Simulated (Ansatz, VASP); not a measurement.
## Two plane-wave programs on Sb

The input INCAR:

```
  PREC = Accurate
  ENCUT = 500
  EDIFF = 1E-7
  ISMEAR = 0
  SIGMA = 0.1
  LREAL = False
  LASPH = True
  NELM = 120
  ALGO = Normal
  ISIF = 3
  LWAVE = False
  LCHARG = False
  GGA = PS
  IBRION = 2
  NSW = 80
  EDIFFG = -0.05
  GGA_COMPAT = False
  NELMIN = 4
```

Contents of KPOINTS:

```
Automatic mesh
0
Gamma
  10 10 10
```

POSCAR

```
Sb
1.0
   -1.4070850358      1.4070850358      1.4070850358
    1.4070850358     -1.4070850358      1.4070850358
    1.4070850358      1.4070850358     -1.4070850358
Sb
1
Direct
    0.0000000000      0.0000000000      0.0000000000
```

Input for Ansatz:

```yaml
crystal:
  lattice:
    - [-1.4070850358, 1.4070850358, 1.4070850358]
    - [1.4070850358, -1.4070850358, 1.4070850358]
    - [1.4070850358, 1.4070850358, -1.4070850358]
  atoms:
    - { symbol: Sb, position: [0.0, 0.0, 0.0] }
basis:
  ecutwfc: 420
kpoints:
  mp_grid: { grid: [10, 10, 10] }
hamiltonian:
  xc: pbesol
scf:
  occupations: { method: gaussian, width: 0.1 }
output:
  forces: true
  stress: true
  eigenvalues: true
relax:
  adjacent_minimum: "off"
  f_tol: 0.05
  max_steps: 60
  cell: { stress_tol: 0.5 }
```

Alike in both runs: task relaxation of cell and atoms; functional PBEsol; k mesh 10 × 10 × 10; occupations gaussian, width 0.1 eV; no spin polarisation.

|  | VASP | Ansatz |
| --- | --- | --- |
| version | VASP 6.6.1 | Ansatz 0.2.0 |
| potentials or method | VASP PAW PBE potentials, release 64 (Sb), cutoff 500 eV | scalar-relativistic, plane waves, PAW |
| valence electrons in the cell | 5 | 15 |

|  | VASP | Ansatz | Ansatz less VASP |
| --- | --- | --- | --- |
| gap on the k mesh at the Fermi level, each at its own relaxed structure (eV) | none | none | - |
| relaxed volume (Å³/atom) | 26.20 | 26.19 | -0.010 |
| relaxed cell length with the largest relative difference (Å) | 3.241 | 3.240 | -0.0004 |

VASP's potentials were made for PBE, not for PBEsol. A gap of «none» marks a metal or a gap that the smearing closes. VASP's potentials hold 5 valence electrons a cell and Ansatz's 15, so a difference there can come from the potentials and not from the codes.

Neither program's run includes spin-orbit coupling. Noted on VASP's run: the volume moved by over 15 % at a fixed basis, so the end points are rough.
